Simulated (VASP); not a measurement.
# Ti (Fm-3m) in VASP: notebook

Ti is run at these levels: PBE; tasks: single point, relaxation of cell and atoms.

Program: VASP 6.6.1. These are calculated values, not measurements. Logs are shortened: lines on timing, memory, paths and dates and some standing lists are left out, and cuts for length are marked.

## 1. The cell of the first run

Symmetry: Fm-3m, No. 225, cubic system. Conventional cell: a = 4.112 Å, b = 4.112 Å, c = 4.112 Å, α = 90.00°, β = 90.00°, γ = 90.00°. Within 3.8 Å of Ti (site symmetry m-3m) lie 12 Ti at 2.91 Å.

## 2. Single point, PBE

Input file INCAR:

```
PREC = Accurate ; ENCUT = 520
EDIFF = 1E-6 ; ISMEAR = 0
SIGMA = 0.1 ; LREAL = False
LASPH = True ; NELM = 80
ALGO = Fast ; ISIF = 2
LWAVE = False ; LCHARG = True
GGA = PE ; LELF = True
LVHAR = True ; NBANDS = 12
```

Input file KPOINTS:

```
regular mesh
0
Gamma
  18 18 18
```

Input file POSCAR:

```
Ti
1.0
    0.0000000000      2.0560175154      2.0560175154
    2.0560175154      0.0000000000      2.0560175154
    2.0560175154      2.0560175154      0.0000000000
Ti
1
Direct
    0.0000000000      0.0000000000      0.0000000000
```

Potentials or basis: VASP PAW PBE potentials, release 64 (Ti_sv).

On the command line:

```sh
$ cat potpaw_PBE.64/Ti_sv/POTCAR > POTCAR
$ mpirun -np 1 vasp_std > vasp.out
```

OUTCAR:

```text
PREC = Accurate
   ENCUT = 520
   EDIFF = 1E-6
   ISMEAR = 0
   LREAL = False
   LASPH = True
   NELM = 80
   ISIF = 2
   GGA = PE

 ion  position               nearest neighbor table
   1  0.000  0.000  0.000-

  LATTYP: Found a face centered cubic cell.
 ALAT       =     4.1120350308

  Lattice vectors:

 A1 = (   0.0000000000,   2.0560175154,   2.0560175154)
 A2 = (   2.0560175154,   0.0000000000,   2.0560175154)
 A3 = (   2.0560175154,   2.0560175154,   0.0000000000)

Analysis of symmetry for initial positions (statically):
=====================================================================
 Subroutine PRICEL returns:
 Original cell was already a primitive cell.

 Routine SETGRP: Setting up the symmetry group for a
 face centered cubic supercell.

 Subroutine GETGRP returns: Found 48 space group operations
 (whereof 48 operations were pure point group operations)
 out of a pool of 48 trial point group operations.

The static configuration has the point symmetry O_h .

Analysis of symmetry for dynamics (positions and initial velocities):
=====================================================================
 Subroutine PRICEL returns:
 Original cell was already a primitive cell.

 Routine SETGRP: Setting up the symmetry group for a
 face centered cubic supercell.

 Subroutine GETGRP returns: Found 48 space group operations
 (whereof 48 operations were pure point group operations)
 out of a pool of 48 trial point group operations.

The dynamic configuration has the point symmetry O_h .

 Subroutine INISYM returns: Found 48 space group operations
 (whereof 48 operations are pure point group operations),
 and found     1 'primitive' translations

----------------------------------------------------------------------------------------

                                     Primitive cell

  volume of cell :      17.3824

  direct lattice vectors                    reciprocal lattice vectors
     0.000000000  2.056017515  2.056017515    -0.243188590  0.243188590  0.243188590
     2.056017515  0.000000000  2.056017515     0.243188590 -0.243188590  0.243188590
     2.056017515  2.056017515  0.000000000     0.243188590  0.243188590 -0.243188590

  length of vectors
     2.907647855  2.907647855  2.907647855     0.421214993  0.421214993  0.421214993

  position of ions in fractional coordinates (direct lattice)
     0.000000000  0.000000000  0.000000000

  ion indices of the primitive-cell ions
   primitive index   ion index
                 1           1

----------------------------------------------------------------------------------------

 KPOINTS: regular mesh

Automatic generation of k-mesh.
 Grid dimensions read from file:
 generate k-points for:   18   18   18

 Generating k-lattice:

  Cartesian coordinates                     Fractional coordinates (reciprocal lattice)
    -0.013510477  0.013510477  0.013510477     0.055555556  0.000000000  0.000000000
     0.013510477 -0.013510477  0.013510477     0.000000000  0.055555556  0.000000000
     0.013510477  0.013510477 -0.013510477     0.000000000  0.000000000  0.055555556

  Length of vectors
     0.023400833  0.023400833  0.023400833

  Shift w.r.t. Gamma in fractional coordinates (k-lattice)
     0.000000000  0.000000000  0.000000000

 Subroutine IBZKPT returns following result:
 ===========================================

 Found    195 irreducible k-points:

 Following reciprocal coordinates:
            Coordinates               Weight
  0.000000  0.000000  0.000000      1.000000
  0.055556  0.000000  0.000000      8.000000
  0.111111  0.000000  0.000000      8.000000
  0.166667  0.000000  0.000000      8.000000
  0.222222  0.000000  0.000000      8.000000
  0.277778  0.000000  0.000000      8.000000
[... 16 lines left out ...]
 -0.277778  0.055556  0.000000     24.000000
 -0.222222  0.055556  0.000000     24.000000
 [... further k-points ...]
   k-points           NKPTS =    195   k-points in BZ     NKDIM =    195   number of bands    NBANDS=     12
   number of dos      NEDOS =    301   number of ions     NIONS =      1
   total plane-waves  NPLWV =  13824
   dimension x,y,z NGX =    24 NGY =   24 NGZ =   24
   dimension x,y,z NGXF=    48 NGYF=   48 NGZF=   48
   ions per type =               1
   NGX,Y,Z   is equivalent  to a cutoff of  13.72, 13.72, 13.72 a.u.
   NGXF,Y,Z  is equivalent  to a cutoff of  27.44, 27.44, 27.44 a.u.
 SYSTEM =  unknown system
   PREC   = accura    normal or accurate (medium, high low for compatibility)
   ISTART =      0    job   : 0-new  1-cont  2-samecut
   ICHARG =      2    charge: 1-file 2-atom 10-const
   ISPIN  =      1    spin polarized calculation?
   LNONCOLLINEAR =      F non collinear calculations
   LSORBIT =      F    spin-orbit coupling
   LASPH  =      T    aspherical Exc in radial PAW
   ENCUT  =  520.0 eV  38.22 Ry    6.18 a.u.   5.41  5.41  5.41*2*pi/ulx,y,z
   NELM   =     80;   NELMIN=  2; NELMDL= -5     # of ELM steps
   EDIFF  = 0.1E-05   stopping-criterion for ELM
   LREAL  =      F    real-space projection
   EDIFFG = 0.1E-04   stopping-criterion for IOM
   NSW    =      0    number of steps for IOM
   IBRION =     -1    ionic relax: 0-MD 1-quasi-New 2-CG
   NFREE  =      0    steps in history (QN), initial steepest desc. (CG)
   ISIF   =      2    stress and relaxation
   ISYM   =      2    0-nonsym 1-usesym 2-fastsym
   POTIM  = 0.5000    time-step for ionic-motion
   TEBEG  =    0.0;   TEEND  =   0.0 temperature during run
   PSTRESS=    0.0 pullay stress
   NELECT =      12.0000    total number of electrons
   NUPDOWN=      -1.0000    fix difference up-down
   EMIN   =  10.00;   EMAX   =-10.00  energy-range for DOS
   EFERMI =   0.00;   METHOD = LEGACY
   ISMEAR =     0;   SIGMA  =   0.10  broadening in eV -4-tet -1-fermi 0-gaus
   EFERMI_NEDOS =   21; number of points for ismear=-14 and -15
   IALGO  =     68    algorithm
   IMIX   =      4    mixing-type and parameters
     AMIX     =   0.40;   BMIX     =  1.00
     AMIX_MAG =   1.60;   BMIX_MAG =  1.00
  volume/ion in A,a.u.               =      17.38       117.30
  Fermi-wavevector in a.u.,A,eV,Ry     =   1.446878  2.734202 28.483179  2.093455
  Thomas-Fermi vector in A             =   2.564896
   LORBIT       =      0    0 simple, 1 ext, 2 COOP (PROOUT), +10 PAW based schemes
   GGA     = PE    functional components
   LHFCALC =     F    Hartree Fock is set to
   AEXX    =    0.0000 exact exchange contribution
   IVDW    =     0    specifies the selected vdW correction
   LEPSILON=     F    determine dielectric tensor
   LRPA    =     F    only Hartree local field effects (RPA)
 non-spin polarized calculation
 RMM-DIIS sequential band-by-band and
 Gauss-broadening in eV      SIGMA  =   0.10
  energy-cutoff  :      520.00
  volume of cell :       17.38
 maximum number of plane-waves:       489
 NGX is ok and might be reduce to    24
   NGX = 11   NGY = 11   NGZ = 11

 number of electron      12.0000002 magnetization

 Free energy of the ion-electron system (eV)
  ---------------------------------------------------
  ext. energy  EPLUGINS =         0.00000000
  ---------------------------------------------------
  free energy    TOTEN  =        -7.78207210 eV

  energy without entropy =       -7.77324305  energy(sigma->0) =       -7.77765758

 E-fermi :   8.2121     XC(G=0): -11.4950

 val. band max:        8.2075742154   @ k =  -0.3889   0.3889   0.1667
 cond. band min:       8.2215980228   @ k =   0.2778   0.0000   0.0000
 fundamental gap:      0.0140238075
 Fermi energy:         8.2121027625

 k-point     1 :       0.0000    0.0000    0.0000
  band No.  band energies     occupation
      1     -48.5004      2.00000
      2     -24.3607      2.00000
      3     -24.3607      2.00000
      4     -24.3607      2.00000
      5       2.1173      2.00000
      6       9.0858      0.00000
      7       9.0858      0.00000
      8       9.0858      0.00000
      9      10.7148      0.00000
     10      10.7148      0.00000
     11      23.4534      0.00000
     12      27.9252      0.00000

 k-point     2 :       0.0556    0.0000    0.0000
  band No.  band energies     occupation
      1     -48.4968      2.00000
      2     -24.3816      2.00000
      3     -24.3634      2.00000
      4     -24.3634      2.00000
      5       2.2173      2.00000
      6       9.0237      0.00000
      7       9.1222      0.00000
      8       9.1222      0.00000
      9      10.6910      0.00000
     10      10.6910      0.00000
     11      23.5355      0.00000
     12      27.0931      0.00000

 k-point     3 :       0.1111    0.0000    0.0000
  band No.  band energies     occupation
      1     -48.4864      2.00000
      2     -24.4412      2.00000
      3     -24.3709      2.00000
      4     -24.3709      2.00000
      5       2.5108      2.00000
      6       8.8542      0.00000
      7       9.2169      0.00000
      8       9.2169      0.00000
      9      10.6376      0.00000
     10      10.6376      0.00000
     11      23.6746      0.00000
     12      25.6213      0.00000
[... 286 lines left out ...]
 k-point    23 :      -0.2778    0.0556    0.0000
  band No.  band energies     occupation
      1     -48.4205      2.00000
      2     -24.7933      2.00000
      3     -24.4383      2.00000
      4     -24.4096      2.00000
      5       4.5340      2.00000
      6       8.1494      1.62516
      7       9.2143      0.00000
      8       9.3229      0.00000
      9      10.7875      0.00000
     10      11.2734      0.00000
     11      19.9074      0.00000
     12      23.7710      0.00000

 k-point    24 :      -0.2222    0.0556    0.0000
  band No.  band energies     occupation
      1     -48.4412      2.00000
      2     -24.6823      2.00000
      3     -24.4229      2.00000
      4     -24.3944      2.00000
      5       3.8714      2.00000
      6       8.2746      0.37657
      7       9.3166      0.00000
      8       9.4160      0.00000
      9      10.5193      0.00000
     10      10.9975      0.00000
     11      21.4235      0.00000
     12      24.1377      0.00000

 [... further k-points ...]

------------------------ aborting loop because EDIFF is reached ----------------------------------------

  FORCE on cell =-STRESS in cart. coord.  units (eV):
  Direction    XX          YY          ZZ          XY          YZ          ZX
  --------------------------------------------------------------------------------------
  -------------------------------------------------------------------------------------
  Total       -0.0300569     -0.0300569     -0.0300569     -0.0000000      0.0000000     -0.0000000
  in kB       -2.7704112     -2.7704112     -2.7704112     -0.0000000      0.0000000     -0.0000000
  external PRESSURE =      -2.7704112 kB  Pullay stress =       0.0000000 kB

 VOLUME and BASIS-vectors are now :
 -----------------------------------------------------------------------------
  energy-cutoff  :      520.00
  volume of cell :       17.38
      direct lattice vectors                 reciprocal lattice vectors
     0.000000000  2.056017515  2.056017515    -0.243188590  0.243188590  0.243188590
     2.056017515  0.000000000  2.056017515     0.243188590 -0.243188590  0.243188590
     2.056017515  2.056017515  0.000000000     0.243188590  0.243188590 -0.243188590

 POSITION                                       TOTAL-FORCE (eV/Angst)
 -----------------------------------------------------------------------------------
      0.00000      0.00000      0.00000        -0.000000      0.000000     -0.000000
 -----------------------------------------------------------------------------------
    total drift:                               -0.000000     -0.000000     -0.000000

  FREE ENERGIE OF THE ION-ELECTRON SYSTEM (eV)
  ---------------------------------------------------
  free  energy   TOTEN  =        -7.7820721015 eV

  energy  without entropy=       -7.7732430495  energy(sigma->0) =       -7.77765758
```

Wall time 40 s (1 thread of AMD EPYC 9R45 (Zen 5), shared host); peak memory 0.13 GiB.

Results:

```
Free energy            : -7.7821 eV
Pressure               : -0.3 GPa
Band gap on the k mesh : zero (band 6 reaches 9.09 eV, above the bottom of band 7 at 7.78 eV)
```

## 3. Relaxation of cell and atoms, PBE

This run uses another cell than the first one, of 16.73 Å³/atom, 0.963 times its volume.

Input file INCAR:

```
PREC     = Accurate       # precision mode
ENCUT    = 600            # plane-wave cutoff, eV
EDIFF    = 1E-6           # SCF threshold, eV
ISMEAR   = 0              # smearing method
SIGMA    = 0.1            # smearing width, eV
LREAL    = F              # projectors in reciprocal space
LASPH    = T              # aspherical terms in the spheres
NELM     = 100            # most SCF steps
ALGO     = Normal         # electronic algorithm
ISIF     = 3              # what is computed and relaxed
LWAVE    = F              # write WAVECAR
LCHARG   = F              # write CHGCAR
GGA      = PE             # functional
IBRION   = 2              # ionic algorithm
NSW      = 100            # ionic steps
EDIFFG   = -0.005         # ionic threshold
```

Input file KPOINTS:

```
Automatic mesh
0
Gamma
  18 18 18
```

Input file POSCAR:

```
Ti
1.0
    0.0000000000      2.0300000000      2.0300000000
    2.0300000000      0.0000000000      2.0300000000
    2.0300000000      2.0300000000      0.0000000000
Ti
1
Direct
    0.0000000000      0.0000000000      0.0000000000
```

Potentials or basis: VASP PAW PBE potentials, release 64 (Ti_sv).

On the command line:

```sh
$ cat potpaw_PBE.64/Ti_sv/POTCAR > POTCAR
$ mpirun -np 1 vasp_std > vasp.out
```

Wall time 44 s (1 thread of AMD EPYC 9R45 (Zen 5), shared host); peak memory 0.15 GiB.

Results (log left out):

| Property | Result |
| --- | --- |
| Free energy | -7.7816 eV |
| Relaxed volume | 17.34 Å³/atom |
| Relaxed cell | a = 2.905 Å, b = 2.905 Å, c = 2.905 Å, α = 60.00°, β = 60.00°, γ = 60.00° |
| Space group after relaxing (to 0.05 Å) | Fm-3m (No. 225) |
| Energy gained by relaxing | 7.5 meV/atom |
| Ionic steps | 3 |
| Pressure after relaxing | 0.0 GPa |
| Band gap on the k mesh | zero (band 6 reaches 9.11 eV, above the bottom of band 7 at 7.80 eV) |

The path:
| step | energy change (eV) | largest force (eV/Å) | pressure (GPa) | volume (Å³) |
| --- | --- | --- | --- | --- |
| 1 | 0.0000 | 0.0000 | 4.07 | 16.73 |
| 2 | -0.0039 | 0.0000 | -2.57 | 17.78 |
| 3 | -0.0075 | 0.0000 | -0.03 | 17.34 |

Final structure:
```
Ti
1.0
     0.00000    2.05440    2.05440
     2.05440    0.00000    2.05440
     2.05440    2.05440    0.00000
Ti
1
Direct
  0.00000 0.00000 0.00000
```

Levels at points of the mesh, in eV from the Fermi level:
| k point | band 3 | band 4 | band 5 | band 6 | band 7 | band 8 | band 9 | band 10 |
| --- | --- | --- | --- | --- | --- | --- | --- | --- |
| (0.00, 0.00, 0.00) | -32.57 | -32.57 | -6.10 | 0.88 | 0.88 | 0.88 | 2.51 | 2.51 |
| (0.50, 0.00, 0.00) | -32.65 | -32.65 | -2.59 | 0.64 | 0.76 | 0.76 | 3.58 | 3.58 |
| (0.50, 0.50, 0.00) | -32.80 | -32.80 | -2.58 | -1.71 | 2.85 | 3.57 | 3.85 | 3.85 |
